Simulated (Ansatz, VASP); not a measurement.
## Mg2Sn in VASP and in Ansatz

```
CELL_PARAMETERS angstrom
0.00000 3.35682 3.35682
3.35682 0.00000 3.35682
3.35682 3.35682 0.00000
ATOMIC_POSITIONS crystal
Mg 0.25000 0.25000 0.25000
Mg 0.75000 0.75000 0.75000
Sn 0.00000 0.00000 0.00000
```

Change from the starting cell: volume scaled by 0.98, PAW files.

Alike in both runs: task electric field gradients; functional LDA; k mesh 11 × 11 × 11; occupations fermi-dirac, width 0.08 eV; no spin polarisation.

|  | VASP | Ansatz |
| --- | --- | --- |
| version | VASP 6.6.1 | Ansatz 0.2.0 |
| potentials or method | VASP PAW LDA potentials, release 64 (Mg, Sn_d) | PAW with Ansatz's default frozen-core files, scalar-relativistic |
| plane-wave cutoff (eV) | 520 | 420 |
| valence electrons in the cell | 18 | 34 |

Ansatz gave:

| Item | Value |
| --- | --- |
| pressure (GPa) | -1.0 |

**Question.** What did VASP give for the same quantities?

**Answer.** Pressure (GPa): -1.3.

LDA's correlation is that of Perdew and Zunger in VASP and of Perdew and Wang (1992) in Ansatz. VASP's potentials hold 18 valence electrons a cell and Ansatz's 34, so a difference there can come from the potentials and not from the codes.
